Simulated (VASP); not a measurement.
Runs of VASP 6.6.1 on Ge. The structure is that of space group I4_1/amd (No. 141), or close to it. The cells are those of the table. 

| cell | gap on the mesh (eV) | pressure (GPa) |
| --- | --- | --- |
| a = 4.138, b = 4.138, c = 4.495 Å, angles 57.1, 57.1, 65.8°, 2 atoms | none | -5.1 |
| a = 4.281, b = 4.281, c = 4.014 Å, angles 62.0, 62.0, 55.9°, 2 atoms | none | -3.7 |
| a = 4.277, b = 4.277, c = 4.146 Å, angles 61.0, 61.0, 58.0°, 2 atoms | none | -5.1 |
| a = 4.111, b = 4.111, c = 4.352 Å, angles 58.0, 58.0, 63.9°, 2 atoms | none | (a) |
| a = 4.192, b = 4.192, c = 4.317 Å, angles 59.0, 59.0, 62.0°, 2 atoms | none | -5.1 |
| a = 4.397, b = 4.397, c = 3.982 Å, angles 63.1, 63.1, 53.8°, 2 atoms | none | -4.6 |

Alike in all rows: task single point; level PBE; potentials or basis VASP PAW PBE potentials, release 64 (Ge_d); no spin polarisation; k mesh 14 × 14 × 14; cutoff (eV) 520; smearing gaussian 0.15 eV.

Q: Fill in the values left out.

A: (a) -3.8.

Caveats: the cell stands under tension; semilocal functionals underestimate gaps, so a narrow gap can read as zero (at least some runs).

A k mesh can miss the band edges, and the runs leave out spin-orbit coupling on Ge.

A gap of «none» marks levels without a gap at the run's occupations.
